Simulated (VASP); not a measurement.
Input of a VASP 6.6.1 run:

The input INCAR:

```
ALGO = Normal ; EDIFF = 1E-6
ENCUT = 1340 ; GGA = PE
GGA_COMPAT = False ; ISIF = 2
ISMEAR = 0 ; LASPH = True
LCHARG = False ; LREAL = False
LWAVE = False ; NBANDS = 15
NELM = 120 ; PREC = Accurate
SIGMA = 0.02
```

Contents of KPOINTS:

```
k-points
0
Gamma
  7 7 7
```

POSCAR

```
BaO
1.0
    0.0000000000      2.7500000000      2.7500000000
    2.7500000000      0.0000000000      2.7500000000
    2.7500000000      2.7500000000      0.0000000000
Ba O
1 1
Direct
    0.0000000000      0.0000000000      0.0000000000
    0.5000000000      0.5000000000      0.5000000000
```

Potentials or basis: VASP PAW PBE potentials, release 64 (Ba_sv, O_h).

The run is started by

```console
$ cat potpaw_PBE.64/Ba_sv/POTCAR potpaw_PBE.64/O_h/POTCAR > POTCAR
$ mpirun -np 1 vasp_std > vasp.out
```

(1) Estimate the pressure.

(2) Predict the band gap on the k mesh.

Answers

(1) 4.8 GPa.

(2) 2.04 eV (least direct gap 2.20 eV).

Caveat: the cell stands under pressure; spin-orbit coupling is left out, which moves the levels of the heavy elements; an odd mesh through Γ misses points on the zone boundary, where band edges can lie.
